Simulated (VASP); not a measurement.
Runs of VASP 6.6.1 on Ta. The structure is that of space group P6_3/mmc (No. 194), or close to it. The cells are those of the table. 

| potentials or basis | cell | cutoff (eV) | second run | gap on the mesh (eV) | pressure (GPa) |
| --- | --- | --- | --- | --- | --- |
| VASP PAW LDA potentials, release 64 (Ta_pv) | a = 2.737, b = 2.737, c = 4.858 Å, angles 90.0, 90.0, 120.0°, 2 atoms | 520 | - | none | 31.2 |
| VASP PAW LDA potentials, release 64 (Ta_pv) | a = 2.805, b = 2.805, c = 4.975 Å, angles 90.0, 90.0, 120.0°, 2 atoms | 520 | - | none | 10.9 |
| VASP PAW LDA potentials, release 64 (Ta_pv) | a = 2.847, b = 2.847, c = 5.047 Å, angles 90.0, 90.0, 120.0°, 2 atoms | 520 | - | none | (b) |
| VASP PAW LDA potentials, release 64 (Ta_pv) | a = 2.768, b = 2.768, c = 4.914 Å, angles 90.0, 90.0, 120.0°, 2 atoms | 520 | - | none | 21.0 |
| VASP PAW LDA potentials, release 64 (Ta_sv_GW) | a = 2.847, b = 2.847, c = 5.047 Å, angles 90.0, 90.0, 120.0°, 2 atoms | 500 | valence_matched | none | (a) |

Alike in all rows: task single point; level LDA; no spin polarisation; k mesh 7 × 7 × 4; smearing gaussian 0.1 eV.

Q: Fill in the values left out.

A: (a) -0.5; (b) 0.8.

Caveats: all runs use coarse meshes; spin-orbit coupling is left out, which moves the levels of the heavy elements.

A k mesh can miss the band edges, and the runs leave out spin-orbit coupling on Ta.

A gap of «none» marks levels without a gap at the run's occupations.

The runs don't all hold the same shells in valence.
